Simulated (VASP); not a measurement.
# Ti (P4/nmm) in VASP: notebook

Ti is run at these levels: r2SCAN; tasks: single point.

Program: VASP 6.6.1. These are calculated values, not measurements. Logs are shortened: lines on timing, memory, paths and dates and some standing lists are left out, and cuts for length are marked.

**1. The cell of the first run**

It takes space group P4/nmm (No. 129, tetragonal). Conventional cell: a = 3.252 Å, b = 3.252 Å, c = 3.252 Å, α = 90.00°, β = 90.00°, γ = 90.00°. Ti (site symmetry 4mm) has 14 Ti at 2.63 to 3.25 Å within 3.5 Å.

**2. Single point, r2SCAN (mode 4 (222.4 1/cm) frozen in, largest displacement +0.175 Å)**

Input file POSCAR:

```
Ti
1.0
    0.0000000000     -3.2517897414      0.0000000000
   -3.2517897414      0.0000000000      0.0000000000
    0.0000000000      0.0000000000     -3.2517897414
Ti
2
Direct
    0.5000000000      0.5000000000      0.4461834824
    0.0000000000      0.0000000000      0.0538165176
```

Input file INCAR.step1:

```
SYSTEM = Ti
PREC = Accurate
ENCUT = 520
ISMEAR = 0
SIGMA = 0.15
LREAL = .False.
LASPH = .True.
NELM = 80
NBANDS = 19
GGA = PE
ALGO = Normal
EDIFF = 1E-4
LWAVE = .True.
LCHARG = .False.
```

Input file INCAR.step2:

```
SYSTEM = Ti
PREC = Accurate
ENCUT = 520
EDIFF = 1E-6
ISMEAR = 0
SIGMA = 0.15
LREAL = .False.
LASPH = .True.
NELM = 80
ALGO = Normal
ISIF = 2
LWAVE = .False.
LCHARG = .False.
METAGGA = R2SCAN
LMIXTAU = .True.
NBANDS = 19
ISTART = 1
```

Input file KPOINTS:

```
Automatic mesh
0
Gamma
  18 18 18
  0 0 0
```

Potentials or basis: VASP PAW PBE potentials, release 64 (Ti_sv).

Launch:

```
$ cat potpaw_PBE.64/Ti_sv/POTCAR > POTCAR
$ cp INCAR.step1 INCAR
$ mpirun -np 1 vasp_std > vasp.out
$ cp INCAR.step2 INCAR
$ mpirun -np 1 vasp_std > vasp.out
```

OUTCAR:

```text
SYSTEM = Ti
   PREC = Accurate
   ENCUT = 520
   EDIFF = 1E-6
   ISMEAR = 0
   LREAL = .False.
   LASPH = .True.
   NELM = 80
   ISIF = 2
   METAGGA = R2SCAN
   ISTART = 1

 ion  position               nearest neighbor table
   1  0.500  0.500  0.446-   2 2.63   2 2.63   2 2.63   2 2.63
   2  0.000  0.000  0.054-   1 2.63   1 2.63   1 2.63   1 2.63

  LATTYP: Found a simple cubic cell.
 ALAT       =     3.2517897414

  Lattice vectors:

 A1 = (   0.0000000000,  -3.2517897414,   0.0000000000)
 A2 = (  -3.2517897414,   0.0000000000,   0.0000000000)
 A3 = (   0.0000000000,   0.0000000000,  -3.2517897414)

Analysis of symmetry for initial positions (statically):
=====================================================================
 Subroutine PRICEL returns:
 Original cell was already a primitive cell.

 Routine SETGRP: Setting up the symmetry group for a
 simple cubic supercell.

 Subroutine GETGRP returns: Found 16 space group operations
 (whereof  8 operations were pure point group operations)
 out of a pool of 48 trial point group operations.

The static configuration has the point symmetry C_4v.
 The point group associated with its full space group is D_4h.

Analysis of symmetry for dynamics (positions and initial velocities):
=====================================================================
 Subroutine PRICEL returns:
 Original cell was already a primitive cell.

 Routine SETGRP: Setting up the symmetry group for a
 simple cubic supercell.

 Subroutine GETGRP returns: Found 16 space group operations
 (whereof  8 operations were pure point group operations)
 out of a pool of 48 trial point group operations.

The dynamic configuration has the point symmetry C_4v.
 The point group associated with its full space group is D_4h.

 Subroutine INISYM returns: Found 16 space group operations
 (whereof  8 operations are pure point group operations),
 and found     1 'primitive' translations

----------------------------------------------------------------------------------------

                                     Primitive cell

  volume of cell :      34.3849

  direct lattice vectors                    reciprocal lattice vectors
     0.000000000 -3.251789741  0.000000000     0.000000000 -0.307522958  0.000000000
    -3.251789741  0.000000000  0.000000000    -0.307522958  0.000000000  0.000000000
     0.000000000  0.000000000 -3.251789741     0.000000000  0.000000000 -0.307522958

  length of vectors
     3.251789741  3.251789741  3.251789741     0.307522958  0.307522958  0.307522958

  position of ions in fractional coordinates (direct lattice)
     0.500000000  0.500000000  0.446183482
     0.000000000  0.000000000  0.053816518

  ion indices of the primitive-cell ions
   primitive index   ion index
                 1           1
                 2           2

----------------------------------------------------------------------------------------

 KPOINTS: Automatic mesh

Automatic generation of k-mesh.
 Grid dimensions read from file:
 generate k-points for:   18   18   18

 Generating k-lattice:

  Cartesian coordinates                     Fractional coordinates (reciprocal lattice)
     0.000000000 -0.017084609  0.000000000     0.055555556  0.000000000  0.000000000
    -0.017084609  0.000000000  0.000000000     0.000000000  0.055555556  0.000000000
     0.000000000  0.000000000 -0.017084609     0.000000000  0.000000000  0.055555556

  Length of vectors
     0.017084609  0.017084609  0.017084609

  Shift w.r.t. Gamma in fractional coordinates (k-lattice)
     0.000000000  0.000000000  0.000000000

 Subroutine IBZKPT returns following result:
 ===========================================

 Found    550 irreducible k-points:

 Following reciprocal coordinates:
            Coordinates               Weight
  0.000000  0.000000  0.000000      1.000000
  0.055556  0.000000  0.000000      4.000000
  0.000000  0.000000  0.055556      2.000000
  0.111111  0.000000  0.000000      4.000000
  0.000000  0.000000  0.111111      2.000000
  0.166667  0.000000  0.000000      4.000000
[... 16 lines left out ...]
  0.000000  0.111111  0.055556      8.000000
  0.055556  0.000000  0.111111      8.000000
 [... further k-points ...]
   k-points           NKPTS =    550   k-points in BZ     NKDIM =    550   number of bands    NBANDS=     19
   number of dos      NEDOS =    301   number of ions     NIONS =      2
   total plane-waves  NPLWV =  13824
   dimension x,y,z NGX =    24 NGY =   24 NGZ =   24
   dimension x,y,z NGXF=    48 NGYF=   48 NGZF=   48
   ions per type =               2
   NGX,Y,Z   is equivalent  to a cutoff of  12.27, 12.27, 12.27 a.u.
   NGXF,Y,Z  is equivalent  to a cutoff of  24.54, 24.54, 24.54 a.u.
 SYSTEM =  Ti
   PREC   = accura    normal or accurate (medium, high low for compatibility)
   ISTART =      1    job   : 0-new  1-cont  2-samecut
   ICHARG =      0    charge: 1-file 2-atom 10-const
   ISPIN  =      1    spin polarized calculation?
   LNONCOLLINEAR =      F non collinear calculations
   LSORBIT =      F    spin-orbit coupling
   LASPH  =      T    aspherical Exc in radial PAW
   ENCUT  =  520.0 eV  38.22 Ry    6.18 a.u.   6.05  6.05  6.05*2*pi/ulx,y,z
   NELM   =     80;   NELMIN=  2; NELMDL=  0     # of ELM steps
   EDIFF  = 0.1E-05   stopping-criterion for ELM
   LREAL  =      F    real-space projection
   EDIFFG = 0.1E-04   stopping-criterion for IOM
   NSW    =      0    number of steps for IOM
   IBRION =     -1    ionic relax: 0-MD 1-quasi-New 2-CG
   NFREE  =      0    steps in history (QN), initial steepest desc. (CG)
   ISIF   =      2    stress and relaxation
   ISYM   =      2    0-nonsym 1-usesym 2-fastsym
   POTIM  = 0.5000    time-step for ionic-motion
   TEBEG  =    0.0;   TEEND  =   0.0 temperature during run
   PSTRESS=    0.0 pullay stress
   NELECT =      24.0000    total number of electrons
   NUPDOWN=      -1.0000    fix difference up-down
   EMIN   =  10.00;   EMAX   =-10.00  energy-range for DOS
   EFERMI =   0.00;   METHOD = LEGACY
   ISMEAR =     0;   SIGMA  =   0.15  broadening in eV -4-tet -1-fermi 0-gaus
   EFERMI_NEDOS =   21; number of points for ismear=-14 and -15
   IALGO  =     38    algorithm
   IMIX   =      4    mixing-type and parameters
     AMIX     =   0.40;   BMIX     =  1.00
     AMIX_MAG =   1.60;   BMIX_MAG =  1.00
  volume/ion in A,a.u.               =      17.19       116.02
  Fermi-wavevector in a.u.,A,eV,Ry     =   1.452188  2.744237 28.692639  2.108849
  Thomas-Fermi vector in A             =   2.569599
   LORBIT       =      0    0 simple, 1 ext, 2 COOP (PROOUT), +10 PAW based schemes
   METAGGA = R2SCAN    functional components
   LHFCALC =     F    Hartree Fock is set to
   AEXX    =    0.0000 exact exchange contribution
   IVDW    =     0    specifies the selected vdW correction
   LEPSILON=     F    determine dielectric tensor
   LRPA    =     F    only Hartree local field effects (RPA)
 non-spin polarized calculation
 Gauss-broadening in eV      SIGMA  =   0.15
  energy-cutoff  :      520.00
  volume of cell :       34.38
 maximum number of plane-waves:       952
   NGX = 13   NGY = 13   NGZ = 13

 number of electron      24.0000009 magnetization

 Free energy of the ion-electron system (eV)
  ---------------------------------------------------
  ext. energy  EPLUGINS =         0.00000000
  ---------------------------------------------------
  free energy    TOTEN  =       -25.34751666 eV

  energy without entropy =      -25.29880656  energy(sigma->0) =      -25.32316161

 E-fermi :   8.1915     XC(G=0): -12.4178

 val. band max:        8.1915120218   @ k =   0.0556   0.2778   0.2778
 cond. band min:       8.1926251968   @ k =   0.2222   0.1111   0.2778
 fundamental gap:      0.0011131750
 Fermi energy:         8.1915435578

 k-point     1 :       0.0000    0.0000    0.0000
  band No.  band energies     occupation
      1     -50.6619      2.00000
      2     -50.3534      2.00000
      3     -25.9921      2.00000
      4     -25.9921      2.00000
      5     -25.8790      2.00000
      6     -25.4650      2.00000
[... 11 lines left out ...]
     18      12.0945      0.00000
     19      12.6679      0.00000

 k-point     2 :       0.0556    0.0000    0.0000
  band No.  band energies     occupation
      1     -50.6593      2.00000
      2     -50.3554      2.00000
      3     -25.9937      2.00000
      4     -25.9871      2.00000
      5     -25.8778      2.00000
      6     -25.4656      2.00000
[... 11 lines left out ...]
     18      12.1138      0.00000
     19      12.5621      0.00000

 k-point     3 :       0.0000    0.0000    0.0556
  band No.  band energies     occupation
      1     -50.6604      2.00000
      2     -50.3543      2.00000
      3     -25.9892      2.00000
      4     -25.9892      2.00000
      5     -25.8800      2.00000
      6     -25.4724      2.00000
[... 11 lines left out ...]
     18      12.0004      0.00000
     19      12.6472      0.00000

 k-point     4 :       0.1111    0.0000    0.0000
  band No.  band energies     occupation
      1     -50.6514      2.00000
      2     -50.3614      2.00000
      3     -25.9979      2.00000
      4     -25.9724      2.00000
      5     -25.8748      2.00000
      6     -25.4675      2.00000
[... 11 lines left out ...]
     18      12.1283      0.00000
     19      12.2919      0.00000

 k-point     5 :       0.0000    0.0000    0.1111
  band No.  band energies     occupation
      1     -50.6557      2.00000
      2     -50.3571      2.00000
      3     -25.9809      2.00000
      4     -25.9809      2.00000
      5     -25.8828      2.00000
      6     -25.4939      2.00000
[... 11 lines left out ...]
     18      11.7512      0.00000
     19      12.5867      0.00000
[... 334 lines left out ...]
      2     -50.3563      2.00000
      3     -25.9916      2.00000
      4     -25.9843      2.00000
      5     -25.8782      2.00000
      6     -25.4738      2.00000
[... 11 lines left out ...]
     18      12.0238      0.00000
     19      12.5759      0.00000

 k-point    22 :       0.1111    0.0556    0.0000
  band No.  band energies     occupation
      1     -50.6489      2.00000
      2     -50.3633      2.00000
      3     -26.0078      2.00000
      4     -25.9599      2.00000
      5     -25.8740      2.00000
      6     -25.4678      2.00000
[... 11 lines left out ...]
     18      12.1687      0.00000
     19      12.1964      0.00000

 k-point    23 :       0.0000    0.1111    0.0556
  band No.  band energies     occupation
      1     -50.6499      2.00000
      2     -50.3623      2.00000
      3     -25.9979      2.00000
      4     -25.9698      2.00000
      5     -25.8738      2.00000
      6     -25.4782      2.00000
[... 11 lines left out ...]
     18      12.0454      0.00000
     19      12.4175      0.00000

 k-point    24 :       0.0556    0.0000    0.1111
  band No.  band energies     occupation
      1     -50.6531      2.00000
      2     -50.3590      2.00000
      3     -25.9859      2.00000
      4     -25.9761      2.00000
      5     -25.8790      2.00000
      6     -25.4969      2.00000
[... 11 lines left out ...]
     18      11.7901      0.00000
     19      12.5698      0.00000

 [... further k-points ...]
[... 5 lines left out ...]
  --------------------------------------------------------------------------------------
  -------------------------------------------------------------------------------------
  Total        1.0086260      1.0086260      0.0518025      0.0000000      0.0000000     -0.0000000
  in kB       46.9973485     46.9973485      2.4137610      0.0000000      0.0000000     -0.0000000
  external PRESSURE =      32.1361527 kB  Pullay stress =       0.0000000 kB

 VOLUME and BASIS-vectors are now :
 -----------------------------------------------------------------------------
  energy-cutoff  :      520.00
  volume of cell :       34.38
      direct lattice vectors                 reciprocal lattice vectors
     0.000000000 -3.251789741  0.000000000     0.000000000 -0.307522958  0.000000000
    -3.251789741  0.000000000  0.000000000    -0.307522958  0.000000000  0.000000000
     0.000000000  0.000000000 -3.251789741     0.000000000  0.000000000 -0.307522958

 POSITION                                       TOTAL-FORCE (eV/Angst)
 -----------------------------------------------------------------------------------
     -1.62589     -1.62589     -1.45089         0.000000     -0.000000     -1.770679
      0.00000      0.00000     -0.17500         0.000000      0.000000      1.770679
 -----------------------------------------------------------------------------------
    total drift:                               -0.000000     -0.000000      0.000000

  FREE ENERGIE OF THE ION-ELECTRON SYSTEM (eV)
  ---------------------------------------------------
  free  energy   TOTEN  =       -25.3475166643 eV

  energy  without entropy=      -25.2988065640  energy(sigma->0) =      -25.32316161
```

Run time: 12 min. Hardware: 1 thread of AMD EPYC 7R13 (Zen 3), shared host; peak memory 0.34 GiB.

Results:

| Property | Result |
| --- | --- |
| Free energy | -25.3475 eV |
| Pressure | 3.2 GPa |
| Largest force | 1.771 eV/Å |
| Band gap on the k mesh | zero (band 12 reaches 9.52 eV, above the bottom of band 13 at 7.73 eV) |

Forces in eV/Å, atoms in the order of the input:
```
Ti   0.000  0.000 -1.771
Ti   0.000  0.000  1.771
```

Stress tensor (GPa, compression positive):
```
4.70 0.00 0.00
0.00 4.70 0.00
0.00 0.00 0.24
```

Levels at points of the mesh, in eV from the Fermi level:
```tsv
k point	band 9	band 10	band 11	band 12	band 13	band 14	band 15	band 16
(0.00, 0.00, 0.00)	-6.27	-2.50	-2.04	0.85	1.43	1.43	2.24	3.24
(0.50, 0.00, 0.00)	-2.81	-2.81	-0.56	-0.56	0.96	0.96	2.35	2.35
(0.00, 0.00, 0.50)	-2.86	-2.79	-1.15	1.33	1.36	1.36	1.51	1.65
(0.50, 0.50, 0.00)	-2.40	-2.40	0.05	0.05	1.09	1.09	2.65	2.65
(0.00, 0.50, 0.50)	-2.60	-2.60	-0.36	-0.36	0.91	0.91	3.25	3.25
(0.50, 0.50, 0.50)	-0.94	-0.94	-0.56	-0.56	-0.16	-0.16	3.38	3.38
```

Caveat: the cell differs from its parent crystal (mode 4 (222.4 1/cm) frozen in, largest displacement +0.175 Å); the PAW data sets were made with another functional, which shifts forces and pressure a little.

**3. Single point, r2SCAN (mode 4 (222.4 1/cm) frozen in, largest displacement +0.125 Å)**

Input file POSCAR:

```
Ti
1.0
    0.0000000000     -3.2517897414      0.0000000000
   -3.2517897414      0.0000000000      0.0000000000
    0.0000000000      0.0000000000     -3.2517897414
Ti
2
Direct
    0.5000000000      0.5000000000      0.4615596303
    0.0000000000      0.0000000000      0.0384403697
```

Changes to INCAR.step1 since step 2:

```diff
@@ -7,3 +7,3 @@
 LASPH = .True.
-NELM = 80
+NELM = 60
 NBANDS = 19
```

Changes to INCAR.step2 since step 2:

```diff
@@ -8,3 +8,3 @@
 LASPH = .True.
-NELM = 80
+NELM = 60
 ALGO = Normal
```

Input file KPOINTS:

```
regular mesh
0
Gamma
  18 18 18
  0 0 0
```

Potentials or basis: VASP PAW PBE potentials, release 64 (Ti_sv).

Launch:

```
$ cat potpaw_PBE.64/Ti_sv/POTCAR > POTCAR
$ cp INCAR.step1 INCAR
$ mpirun -np 1 vasp_std > vasp.out
$ cp INCAR.step2 INCAR
$ mpirun -np 1 vasp_std > vasp.out
```

Run time: 12 min. Hardware: 1 thread of AMD EPYC 7R13 (Zen 3), shared host; peak memory 0.35 GiB.

The run converged. Its results:

* Free energy: -25.5005 eV
* Pressure: 2.1 GPa
* Largest force: 1.266 eV/Å
* Band gap on the k mesh: zero (band 12 reaches 9.44 eV, above the bottom of band 13 at 7.71 eV)

Forces on the atoms (eV/Å):
```
Ti   0.000  0.000 -1.266
Ti   0.000  0.000  1.266
```

Stress tensor (GPa, compression positive):
```
2.61 0.00 0.00
0.00 2.61 0.00
0.00 0.00 1.09
```

Levels at points of the mesh, in eV from the Fermi level:
| k point | band 9 | band 10 | band 11 | band 12 | band 13 | band 14 | band 15 | band 16 |
| --- | --- | --- | --- | --- | --- | --- | --- | --- |
| (0.00, 0.00, 0.00) | -6.31 | -2.40 | -2.16 | 1.00 | 1.30 | 1.30 | 2.57 | 3.11 |
| (0.50, 0.00, 0.00) | -2.85 | -2.85 | -0.34 | -0.34 | 1.14 | 1.14 | 1.98 | 1.98 |
| (0.00, 0.00, 0.50) | -2.87 | -2.84 | -0.81 | 0.94 | 1.39 | 1.39 | 1.55 | 1.55 |
| (0.50, 0.50, 0.00) | -2.50 | -2.50 | -0.13 | -0.13 | 1.05 | 1.05 | 2.81 | 2.81 |
| (0.00, 0.50, 0.50) | -2.60 | -2.60 | -0.35 | -0.35 | 0.95 | 0.95 | 3.19 | 3.19 |
| (0.50, 0.50, 0.50) | -0.86 | -0.86 | -0.61 | -0.61 | -0.34 | -0.34 | 3.39 | 3.39 |

Caveat: the cell differs from its parent crystal (mode 4 (222.4 1/cm) frozen in, largest displacement +0.125 Å); the PAW data sets were made with another functional, which shifts forces and pressure a little.
